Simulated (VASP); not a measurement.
Write the native input for VASP 6.6.1 that does the following.

```yaml
Task: single point
Functional: PBE
Potentials_or_basis: VASP PAW PBE potentials, release 64 (Ta_pv)
Cutoff: 520 eV
k_mesh: 15 × 15 × 15
Occupations: fermi-dirac, width 0.05 eV
Spin: no spin polarisation
Dipole_correction: no
Further_INCAR_settings: ALGO = Normal; EDIFF = 1e-06; NBANDS = 18
```

The structure of Ta lies in POSCAR:

```
Ta
1.0
   -2.6321936010      2.6321936010      1.4010428668
    2.6321936010     -2.6321936010      1.4010428668
    2.6321936010      2.6321936010     -1.4010428668
Ta
2
Direct
   -0.3750000000     -0.1250000000     -0.2500000000
    0.3750000000      0.1250000000      0.2500000000
```

The input as run:

INCAR

```
SYSTEM = Ta
PREC     = Accurate       ! precision mode
ENCUT    = 520            ! plane-wave cutoff, eV
EDIFF    = 1E-6           ! SCF threshold, eV
ISMEAR   = -1             ! smearing method
SIGMA    = 0.05           ! smearing width, eV
LREAL    = .False.        ! projectors in reciprocal space
LASPH    = .True.         ! aspherical terms in the spheres
NELM     = 100            ! most SCF steps
ALGO     = Normal         ! electronic algorithm
ISIF     = 2              ! what is computed and relaxed
LWAVE    = .False.        ! write WAVECAR
LCHARG   = .False.        ! write CHGCAR
GGA      = PE             ! functional
NBANDS   = 18             ! bands
```

KPOINTS

```
regular mesh
0
Gamma
  15 15 15
  0 0 0
```

Potentials or basis: VASP PAW PBE potentials, release 64 (Ta_pv).

Run with:

```console
$ cat potpaw_PBE.64/Ta_pv/POTCAR > POTCAR
$ mpirun -np 1 vasp_std > vasp.out
```

Results of the run:

| Property | Result |
| --- | --- |
| Pressure | 2.2 GPa |
| Band gap on the k mesh | zero (bands 11 and 12 overlap by 1.28 eV) |

Caveat: spin-orbit coupling is left out, which moves the levels of the heavy elements.

It took 110 s on 1 thread of AMD EPYC 9R45 96-Core Processor (Zen 5), with other jobs on the host, peak memory 0.27 GiB.
